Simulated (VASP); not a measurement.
# Au (P6_3/mmc) in VASP: single point with PBE

Aim: the single point of Au with PBE.

All numbers are computed with VASP 6.6.1; they aren't measurements. Logs are shortened: lines on timing, memory, paths and dates and some standing lists are left out, and cuts for length are marked.

**1. The cell of the first run**

It takes space group P6_3/mmc (No. 194, hexagonal). The conventional cell has a = 2.852 Å, b = 2.852 Å, c = 4.249 Å, α = 90.00°, β = 90.00°, γ = 120.00°. Within 3.5 Å of Au (site symmetry -6m2) lie 12 Au at 2.69 to 2.85 Å.

**2. Single point, PBE (Hf replaced by Au, lengths x 0.866, strained)**

Contents of INCAR:

```
ALGO = Normal
EDIFF = 1E-7
ENCUT = 520
GGA = PE
ISIF = 2
ISMEAR = 0
LASPH = T
LCHARG = T
LELF = T
LREAL = F
LVHAR = T
LWAVE = F
NBANDS = 18
NELM = 80
PREC = Accurate
SIGMA = 0.1
```

Contents of KPOINTS:

```
k-points
0
Gamma
  18 18 10
```

Contents of POSCAR:

```
Au
1.0
    2.8515288086      0.0000000000      0.0000000000
   -1.4257644043      2.4694963879      0.0000000000
    0.0000000000      0.0000000000      4.2487842542
Au
2
Direct
    0.3333333333      0.6666666667      0.2500000000
    0.6666666667      0.3333333333      0.7500000000
```

Potentials or basis: VASP PAW PBE potentials, release 64 (Au).

Started as:

```sh
$ cat potpaw_PBE.64/Au/POTCAR > POTCAR
$ mpirun -np 1 vasp_std > vasp.out
```

OUTCAR:

```text
EDIFF = 1E-7
   ENCUT = 520
   GGA = PE
   ISIF = 2
   ISMEAR = 0
   LASPH = T
   LREAL = F
   NELM = 80
   PREC = Accurate

 ion  position               nearest neighbor table
   1  0.333  0.667  0.250-   2 2.69   2 2.69   2 2.69   2 2.69   2 2.69   2 2.69
   2  0.667  0.333  0.750-   1 2.69   1 2.69   1 2.69   1 2.69   1 2.69   1 2.69

  LATTYP: Found a hexagonal cell.
 ALAT       =     2.8515288086
 C/A-ratio  =     1.4900022196

  Lattice vectors:

 A1 = (   2.8515288086,   0.0000000000,   0.0000000000)
 A2 = (  -1.4257644043,   2.4694963879,   0.0000000000)
 A3 = (   0.0000000000,   0.0000000000,   4.2487842542)

Analysis of symmetry for initial positions (statically):
=====================================================================
 Subroutine PRICEL returns:
 Original cell was already a primitive cell.

 Routine SETGRP: Setting up the symmetry group for a
 hexagonal supercell.

 Subroutine GETGRP returns: Found 24 space group operations
 (whereof 12 operations were pure point group operations)
 out of a pool of 24 trial point group operations.

The static configuration has the point symmetry D_3d.
 The point group associated with its full space group is D_6h.

Analysis of symmetry for dynamics (positions and initial velocities):
=====================================================================
 Subroutine PRICEL returns:
 Original cell was already a primitive cell.

 Routine SETGRP: Setting up the symmetry group for a
 hexagonal supercell.

 Subroutine GETGRP returns: Found 24 space group operations
 (whereof 12 operations were pure point group operations)
 out of a pool of 24 trial point group operations.

The dynamic configuration has the point symmetry D_3d.
 The point group associated with its full space group is D_6h.

 Subroutine INISYM returns: Found 24 space group operations
 (whereof 12 operations are pure point group operations),
 and found     1 'primitive' translations

----------------------------------------------------------------------------------------

                                     Primitive cell

  volume of cell :      29.9193

  direct lattice vectors                    reciprocal lattice vectors
     2.851528809  0.000000000  0.000000000     0.350689075  0.202470432  0.000000000
    -1.425764404  2.469496388  0.000000000     0.000000000  0.404940864  0.000000000
     0.000000000  0.000000000  4.248784254     0.000000000  0.000000000  0.235361445

  length of vectors
[... 82 lines left out ...]
   EDIFF  = 0.1E-06   stopping-criterion for ELM
   LREAL  =      F    real-space projection
   EDIFFG = 0.1E-05   stopping-criterion for IOM
   NSW    =      0    number of steps for IOM
   IBRION =     -1    ionic relax: 0-MD 1-quasi-New 2-CG
   NFREE  =      0    steps in history (QN), initial steepest desc. (CG)
   ISIF   =      2    stress and relaxation
   ISYM   =      2    0-nonsym 1-usesym 2-fastsym
   POTIM  = 0.5000    time-step for ionic-motion
   TEBEG  =    0.0;   TEEND  =   0.0 temperature during run
   PSTRESS=    0.0 pullay stress
   NELECT =      22.0000    total number of electrons
   NUPDOWN=      -1.0000    fix difference up-down
   EMIN   =  10.00;   EMAX   =-10.00  energy-range for DOS
   EFERMI =   0.00;   METHOD = LEGACY
   ISMEAR =     0;   SIGMA  =   0.10  broadening in eV -4-tet -1-fermi 0-gaus
   EFERMI_NEDOS =   21; number of points for ismear=-14 and -15
   IALGO  =     38    algorithm
   IMIX   =      4    mixing-type and parameters
     AMIX     =   0.40;   BMIX     =  1.00
     AMIX_MAG =   1.60;   BMIX_MAG =  1.00
  volume/ion in A,a.u.               =      14.96       100.95
  Fermi-wavevector in a.u.,A,eV,Ry     =   1.477629  2.792314 29.706795  2.183388
  Thomas-Fermi vector in A             =   2.592010
   LORBIT       =      0    0 simple, 1 ext, 2 COOP (PROOUT), +10 PAW based schemes
   GGA     = PE    functional components
   LHFCALC =     F    Hartree Fock is set to
   AEXX    =    0.0000 exact exchange contribution
   IVDW    =     0    specifies the selected vdW correction
   LEPSILON=     F    determine dielectric tensor
   LRPA    =     F    only Hartree local field effects (RPA)
 non-spin polarized calculation
 Gauss-broadening in eV      SIGMA  =   0.10
  energy-cutoff  :      520.00
  volume of cell :       29.92
 maximum number of plane-waves:       823
 NGX is ok and might be reduce to    24
   NGX = 11   NGY = 11   NGZ = 15

 number of electron      22.0000001 magnetization

 Free energy of the ion-electron system (eV)
  ---------------------------------------------------
  ext. energy  EPLUGINS =         0.00000000
  ---------------------------------------------------
  free energy    TOTEN  =        -5.60591932 eV

  energy without entropy =       -5.60440084  energy(sigma->0) =       -5.60516008

 E-fermi :  11.7598     XC(G=0): -13.5029

 val. band max:       11.7551252832   @ k =   0.3889   0.1111   0.4000
 cond. band min:      11.8037374193   @ k =   0.5000   0.0000   0.0000
 fundamental gap:      0.0486121361
 Fermi energy:        11.7598213664

 k-point     1 :       0.0000    0.0000    0.0000
  band No.  band energies     occupation
      1       0.4861      2.00000
      2       3.3503      2.00000
      3       6.4493      2.00000
      4       6.4493      2.00000
      5       6.9768      2.00000
      6       6.9768      2.00000
[... 481 lines left out ...]
      5       6.4713      2.00000
      6       7.0305      2.00000
[... 10 lines left out ...]
     17      25.2674      0.00000
     18      27.0796      0.00000

 [... further k-points ...]

------------------------ aborting loop because EDIFF is reached ----------------------------------------

  FORCE on cell =-STRESS in cart. coord.  units (eV):
  Direction    XX          YY          ZZ          XY          YZ          ZX
  --------------------------------------------------------------------------------------
  -------------------------------------------------------------------------------------
  Total        7.2883146      7.2883146     11.4436758     -0.0000000     -0.0000000      0.0000000
  in kB      390.2894885    390.2894885    612.8092177     -0.0000000     -0.0000000      0.0000000
  external PRESSURE =     464.4627316 kB  Pullay stress =       0.0000000 kB

 VOLUME and BASIS-vectors are now :
 -----------------------------------------------------------------------------
  energy-cutoff  :      520.00
  volume of cell :       29.92
      direct lattice vectors                 reciprocal lattice vectors
     2.851528809  0.000000000  0.000000000     0.350689075  0.202470432  0.000000000
    -1.425764404  2.469496388  0.000000000     0.000000000  0.404940864  0.000000000
     0.000000000  0.000000000  4.248784254     0.000000000  0.000000000  0.235361445

 POSITION                                       TOTAL-FORCE (eV/Angst)
 -----------------------------------------------------------------------------------
     -0.00000      1.64633      1.06220        -0.000000      0.000000      0.000000
      1.42576      0.82317      3.18659         0.000000     -0.000000      0.000000
 -----------------------------------------------------------------------------------
    total drift:                               -0.000000      0.000000     -0.000000

  FREE ENERGIE OF THE ION-ELECTRON SYSTEM (eV)
  ---------------------------------------------------
  free  energy   TOTEN  =        -5.6059193207 eV

  energy  without entropy=       -5.6044008360  energy(sigma->0) =       -5.60516008
```

OSZICAR:

```text
N       E                     dE             d eps       ncg     rms          rms(c)
DAV:   1     0.129673376617E+03    0.12967E+03   -0.11964E+04  8000   0.121E+03
DAV:   2    -0.397866543255E+01   -0.13365E+03   -0.12844E+03  8478   0.275E+02
DAV:   3    -0.610989204461E+01   -0.21312E+01   -0.21211E+01  9384   0.352E+01
DAV:   4    -0.611865606889E+01   -0.87640E-02   -0.87633E-02  8970   0.236E+00
DAV:   5    -0.611872886889E+01   -0.72800E-04   -0.72801E-04  9052   0.226E-01    0.205E+01
DAV:   6    -0.567247503695E+01    0.44625E+00   -0.66619E-01  8248   0.780E+00    0.124E+01
DAV:   7    -0.561453321196E+01    0.57942E-01   -0.18860E-01  8604   0.418E+00    0.279E+00
DAV:   8    -0.560592181744E+01    0.86114E-02   -0.27017E-02  8298   0.148E+00    0.412E-01
DAV:   9    -0.560590713146E+01    0.14686E-04   -0.95696E-05  9194   0.856E-02    0.222E-02
DAV:  10    -0.560591869605E+01   -0.11565E-04   -0.41974E-06  8794   0.198E-02    0.946E-03
DAV:  11    -0.560591935717E+01   -0.66112E-06   -0.52156E-07  9294   0.601E-03    0.125E-03
DAV:  12    -0.560591932071E+01    0.36468E-07   -0.10179E-08  4422   0.994E-04
   1 F= -.56059193E+01 E0= -.56051601E+01  d E =-.151848E-02
```

stdout:

```text
POSCAR found type information on POSCAR Au
 POSCAR found :  1 types and       2 ions
 scaLAPACK will be used
 LDA part: xc-table for (Slater+PW92), standard interpolation
 POSCAR, INCAR and KPOINTS ok, starting setup
 FFT: planning ... GRIDC
 FFT: planning ... GRID_SOFT
 FFT: planning ... GRID
 WAVECAR not read
 entering main loop
```

Run time: 33 s. Hardware: 1 thread of Intel Xeon 6975P-C (Granite Rapids), shared host; peak memory 0.22 GiB.

What came out:

* Free energy: -5.6059 eV
* Pressure: 46.4 GPa
* Band gap on the k mesh: zero (band 11 reaches 16.19 eV, above the bottom of band 12 at 8.96 eV)

Stress tensor (GPa, compression positive):
```
39.03  0.00  0.00
 0.00 39.03  0.00
 0.00  0.00 61.28
```

Caveat: the cell differs from its parent crystal (Hf replaced by Au, lengths x 0.866, strained); spin-orbit coupling is left out, which moves the levels of the heavy elements.
